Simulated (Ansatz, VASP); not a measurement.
**Ru: VASP beside Ansatz**

```
Ru
1.0
     0.00000    1.96897    1.81145
     1.96897    0.00000    1.81145
     1.96897    1.96897    0.00000
Ru
1
Cartesian
  0.0000 0.0000 0.0000
```

Alike in both runs: task single point; functional PBE; k mesh 24 × 24 × 24; occupations gaussian, width 0.15 eV; no spin polarisation.

```csv
,VASP,Ansatz
version,VASP 6.6.1,Ansatz 0.2.0
potentials or method,"VASP PAW PBE potentials, release 64 (Ru_pv), cutoff 520 eV","scalar-relativistic, plane waves, PAW"
valence electrons in the cell,14,16
```

```tsv
	VASP	Ansatz	Ansatz less VASP
gap on the k mesh at the Fermi level (eV)	none	none	-
pressure (GPa)	-3.8	-3.6	+0.20
traceless stress, the component that is largest in VASP (GPa)	13.60	13.63	+0.032
```

A gap of «none» marks a metal or a gap that the smearing closes. VASP's potentials hold 14 valence electrons a cell and Ansatz's 16, so a difference there can come from the potentials and not from the codes.
